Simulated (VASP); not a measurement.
Runs of VASP 6.6.1 on Be4Se. The structure is that of space group P-4m2 (No. 115), or close to it. The cells are those of the table. 

| task | cell | k mesh | cutoff (eV) | smearing | gap on the mesh (eV) | pressure (GPa) | relaxed volume (Å³/atom) | largest force (eV/Å) |
| --- | --- | --- | --- | --- | --- | --- | --- | --- |
| relaxation of cell and atoms | relaxed from a = 3.604, b = 3.604, c = 4.238 Å, 5 atoms | 6 × 6 × 4 | 600 | gaussian 0.1 eV | (b) | -0.1 | 19.29 | 0.03 |
| single point | a = 4.227, b = 4.227, c = 5.362 Å, 5 atoms | 6 × 6 × 4 | 520 | gaussian 0.1 eV | 0.22 | 0.1 | - | 0.03 |
| single point | a = 4.235, b = 4.235, c = 5.351 Å, 5 atoms | 8 × 8 × 8 | 520 | gaussian 0.01 eV | (c) | 0.1 | - | 0.02 |
| single point | a = 3.604, b = 3.604, c = 4.238 Å, 5 atoms | 6 × 6 × 4 | 520 | gaussian 0.1 eV | none | (a) | - | 4.77 |
| relaxation of cell and atoms | relaxed from a = 4.227, b = 4.227, c = 5.362 Å, 5 atoms | 8 × 8 × 8 | 600 | gaussian 0.01 eV | 0.26 | 0.0 | 19.24 | - |

Alike in all rows: level PBE; potentials or basis VASP PAW PBE potentials, release 64 (Be, Se); no spin polarisation.

Estimate the missing entries.

(a) 63.5; (b) 0.24; (c) 0.25.

Caveats: some runs use coarse meshes; the volume moved by over 15 % at a fixed basis, so the end points are rough (some runs); forces of over 1 eV/Å act on the atoms, so gaps and moduli don't describe the material at rest (some runs).

A k mesh can miss the band edges, and the runs leave out spin-orbit coupling on Se.

A gap of «none» marks levels without a gap at the run's occupations.
